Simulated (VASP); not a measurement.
# SnGe2 (P1) in VASP: single point with PBE

Aim: the single point of SnGe2 with PBE.

Everything below comes from runs of VASP 6.6.1. Logs are shortened: lines on timing, memory, paths and dates and some standing lists are left out, and cuts for length are marked.

## Step 1: The cell of the first run

The typed cell holds 6 atoms: a = 3.800 Å, b = 5.069 Å, c = 7.613 Å, α = 89.74°, β = 90.01°, γ = 89.99°.

## Step 2: Single point, PBE

Contents of INCAR:

```
SYSTEM = SnGe2
ALGO = Normal
EDIFF = 1E-6
ENCUT = 520
GGA = PE
ISIF = 2
ISMEAR = 0
LASPH = .True.
LCHARG = .False.
LREAL = .False.
LWAVE = .False.
NBANDS = 51
NELM = 60
PREC = Accurate
SIGMA = 0.2
```

Contents of KPOINTS:

```
k-points
0
Gamma
  6 4 4
  0 0 0
```

Contents of POSCAR:

```
SnGe2
1.0
   -3.8004676614      0.0002466686     -0.0007597156
    0.0001950986     -0.0107213669     -5.0686429853
    0.0006176755     -7.6126370239     -0.0182903704
Sn Ge
2 4
Direct
    0.5001717563     -0.0008210804      0.7503542216
    0.5001156025     -0.0010204200      0.2508984539
    0.9999935978      0.5547476726      0.7496520779
    0.9999372603      0.5551086812      0.2494616197
    0.4999936091      0.4455494474      0.9998593493
    0.4997881740      0.4464356993      0.4997742778
```

Potentials or basis: VASP PAW PBE potentials, release 64 (Sn_d, Ge_d).

Run with:

```console
$ cat potpaw_PBE.64/Sn_d/POTCAR potpaw_PBE.64/Ge_d/POTCAR > POTCAR
$ mpirun -np 1 vasp_std > vasp.out
```

OUTCAR:

```text
SYSTEM = SnGe2
   EDIFF = 1E-6
   ENCUT = 520
   GGA = PE
   ISIF = 2
   ISMEAR = 0
   LASPH = .True.
   LREAL = .False.
   NELM = 60
   PREC = Accurate

 ion  position               nearest neighbor table
   1  0.500  0.999  0.750-   3 2.95   3 2.95   6 2.96   5 2.96
   2  0.500  0.999  0.251-   4 2.94   4 2.95   5 2.96   6 2.96
   3  1.000  0.555  0.750-   5 2.74   5 2.75   6 2.75   6 2.75   1 2.95   1 2.95
   4  1.000  0.555  0.249-   6 2.74   5 2.75   6 2.75   5 2.75   2 2.94   2 2.95
   5  0.500  0.446  1.000-   3 2.74   3 2.75   4 2.75   4 2.75   2 2.96   1 2.96
   6  0.500  0.446  0.500-   4 2.74   3 2.75   4 2.75   3 2.75   1 2.96   2 2.96

  LATTYP: Found a triclinic cell.
 ALAT       =     6.3347137700
 B/A-ratio  =     0.5999430887
 C/A-ratio  =     1.4467490915
 COS(alpha) =     0.0000317178
 COS(beta)  =     0.4455470715
 COS(gamma) =     0.5998140489

  Lattice vectors:

 A1 = (   3.8006627600,  -0.0109680355,  -5.0678832697)
 A2 = (   3.8004676614,  -0.0002466686,   0.0007597156)
 A3 = (   0.0008127741,  -7.6233583908,  -5.0869333557)

Analysis of symmetry for initial positions (statically):
=====================================================================
 Subroutine PRICEL returns:
 Original cell was already a primitive cell.

 Routine SETGRP: Setting up the symmetry group for a
 triclinic supercell.

 Subroutine GETGRP returns: Found  1 space group operations
 (whereof  1 operations were pure point group operations)
 out of a pool of  2 trial point group operations.

The static configuration has the point symmetry C_1 .

Analysis of symmetry for dynamics (positions and initial velocities):
=====================================================================
 Subroutine PRICEL returns:
 Original cell was already a primitive cell.

 Routine SETGRP: Setting up the symmetry group for a
 triclinic supercell.

 Subroutine GETGRP returns: Found  1 space group operations
 (whereof  1 operations were pure point group operations)
 out of a pool of  2 trial point group operations.

The dynamic configuration has the point symmetry C_1 .

 Subroutine INISYM returns: Found  1 space group operations
 (whereof  1 operations are pure point group operations),
 and found     1 'primitive' translations

----------------------------------------------------------------------------------------

                                     Primitive cell
[... 100 lines left out ...]
   LREAL  =      F    real-space projection
   EDIFFG = 0.1E-04   stopping-criterion for IOM
   NSW    =      0    number of steps for IOM
   IBRION =     -1    ionic relax: 0-MD 1-quasi-New 2-CG
   NFREE  =      0    steps in history (QN), initial steepest desc. (CG)
   ISIF   =      2    stress and relaxation
   ISYM   =      2    0-nonsym 1-usesym 2-fastsym
   POTIM  = 0.5000    time-step for ionic-motion
   TEBEG  =    0.0;   TEEND  =   0.0 temperature during run
   PSTRESS=    0.0 pullay stress
   NELECT =      84.0000    total number of electrons
   NUPDOWN=      -1.0000    fix difference up-down
   EMIN   =  10.00;   EMAX   =-10.00  energy-range for DOS
   EFERMI =   0.00;   METHOD = LEGACY
   ISMEAR =     0;   SIGMA  =   0.20  broadening in eV -4-tet -1-fermi 0-gaus
   EFERMI_NEDOS =   21; number of points for ismear=-14 and -15
   IALGO  =     38    algorithm
   IMIX   =      4    mixing-type and parameters
     AMIX     =   0.40;   BMIX     =  1.00
     AMIX_MAG =   1.60;   BMIX_MAG =  1.00
  volume/ion in A,a.u.               =      24.44       164.93
  Fermi-wavevector in a.u.,A,eV,Ry     =   1.359609  2.569289 25.150869  1.848537
  Thomas-Fermi vector in A             =   2.486342
   LORBIT       =      0    0 simple, 1 ext, 2 COOP (PROOUT), +10 PAW based schemes
   GGA     = PE    functional components
   LHFCALC =     F    Hartree Fock is set to
   AEXX    =    0.0000 exact exchange contribution
   IVDW    =     0    specifies the selected vdW correction
   LEPSILON=     F    determine dielectric tensor
   LRPA    =     F    only Hartree local field effects (RPA)
 non-spin polarized calculation
 Gauss-broadening in eV      SIGMA  =   0.20
  energy-cutoff  :      520.00
  volume of cell :      146.64
 maximum number of plane-waves:      3980
   NGX = 15   NGY = 19   NGZ = 29

 number of electron      83.9999995 magnetization

 Free energy of the ion-electron system (eV)
  ---------------------------------------------------
  ext. energy  EPLUGINS =         0.00000000
  ---------------------------------------------------
  free energy    TOTEN  =       -24.31044746 eV

  energy without entropy =      -24.25942842  energy(sigma->0) =      -24.28493794

 E-fermi :   5.9450     XC(G=0): -10.1540

 val. band max:        5.9338069893   @ k =  -0.1667   0.5000   0.2500
 cond. band min:       5.9526903645   @ k =   0.1667   0.0000  -0.0000
 fundamental gap:      0.0188833751
 Fermi energy:         5.9450297520

 k-point     1 :       0.0000    0.0000    0.0000
  band No.  band energies     occupation
      1     -18.7111      2.00000
      2     -18.6514      2.00000
      3     -18.6414      2.00000
      4     -18.6379      2.00000
      5     -18.6366      2.00000
      6     -18.6333      2.00000
[... 1285 lines left out ...]
     50      10.1775      0.00000
     51      10.4587      0.00000

 [... further k-points ...]

------------------------ aborting loop because EDIFF is reached ----------------------------------------

  FORCE on cell =-STRESS in cart. coord.  units (eV):
  Direction    XX          YY          ZZ          XY          YZ          ZX
  --------------------------------------------------------------------------------------
  -------------------------------------------------------------------------------------
  Total        0.1499129     -0.0076282     -0.0001656      0.0040119     -0.0325309     -0.0051912
  in kB        1.6379023     -0.0833431     -0.0018091      0.0438331     -0.3554229     -0.0567175
  external PRESSURE =       0.5175834 kB  Pullay stress =       0.0000000 kB

 VOLUME and BASIS-vectors are now :
 -----------------------------------------------------------------------------
  energy-cutoff  :      520.00
  volume of cell :      146.64
      direct lattice vectors                 reciprocal lattice vectors
    -3.800467661  0.000246669 -0.000759716    -0.263125512 -0.000021325 -0.000010083
     0.000195099 -0.010721367 -5.068642985     0.000039470  0.000474025 -0.197292466
     0.000617675 -7.612637024 -0.018290370    -0.000008582 -0.131361194  0.000277859

 POSITION                                       TOTAL-FORCE (eV/Angst)
 -----------------------------------------------------------------------------------
     -1.90023     -5.72276     -5.07859         0.000971     -0.001633      0.010572
     -1.90032     -1.92059     -5.06844         0.001114      0.001174      0.003435
     -3.79987     -5.71253     -2.82629        -0.000052      0.000246     -0.002163
     -3.79997     -1.90477     -2.81897        -0.000661      0.001624      0.003174
     -1.89951     -7.61622     -2.27700         0.000254     -0.000863     -0.009224
     -1.89903     -3.80926     -2.27234        -0.001626     -0.000549     -0.005795
 -----------------------------------------------------------------------------------
    total drift:                                0.000013      0.000702     -0.000421

  FREE ENERGIE OF THE ION-ELECTRON SYSTEM (eV)
  ---------------------------------------------------
  free  energy   TOTEN  =       -24.3104474644 eV

  energy  without entropy=      -24.2594284197  energy(sigma->0) =      -24.28493794
```

It took 4.4 min on 1 thread of Intel Xeon Platinum 8559C (Emerald Rapids), shared host; peak memory 0.43 GiB.

Results:

| Property | Result |
| --- | --- |
| Free energy | -24.3104 eV |
| Pressure | 0.1 GPa |
| Largest force | 0.011 eV/Å |
| Band gap on the k mesh | zero (bands 42 and 43 overlap by 2.21 eV) |

Forces in eV/Å, atoms in the order of the input:
```
Sn   0.001 -0.002  0.011
Sn   0.001  0.001  0.003
Ge   0.000  0.000 -0.002
Ge  -0.001  0.002  0.003
Ge   0.000 -0.001 -0.009
Ge  -0.002 -0.001 -0.006
```

Caveat: spin-orbit coupling is left out, which moves the levels of the heavy elements.
